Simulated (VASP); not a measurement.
AlN, 2 atoms in the cell. The structure is cubic, space group Fm-3m (No. 225). The conventional cell has a = 3.898 Å, b = 3.898 Å, c = 3.898 Å, α = 90.00°, β = 90.00°, γ = 90.00°. Within 2.6 Å of Al (site symmetry m-3m) lie 6 N at 1.95 Å. Within 2.6 Å of N (site symmetry m-3m) lie 6 Al at 1.95 Å.  This cell differs from its parent crystal: volume changed by -10%.

| Quantity | Value |
| --- | --- |
| Program | VASP 6.6.1 |
| Task | single point |
| Functional | PBE |
| Potentials or basis | VASP PAW PBE potentials, release 64 (Al, N) |
| Cutoff | 520 eV |
| k mesh | 6 × 6 × 6 |
| Occupations | gaussian, width 0.01 eV |
| Spin | no spin polarisation |
| Dipole correction | no |
| Further INCAR settings | ALGO = Normal; EDIFF = 1e-06; NBANDS = 11 |

Potentials or basis: VASP PAW PBE potentials, release 64 (Al, N).

The run is started by

```console
$ cat potpaw_PBE.64/Al/POTCAR potpaw_PBE.64/N/POTCAR > POTCAR
$ mpirun -np 1 vasp_std > vasp.out
```

Hardware: 1 thread of Intel Xeon 6975P-C, on a shared host.

How long does it take, and how much memory?

Run time: 4.3 s on 1 thread of Intel Xeon 6975P-C, with other jobs on the host, peak memory 0.13 GiB. Counts: scf iterations 12, k points 16.
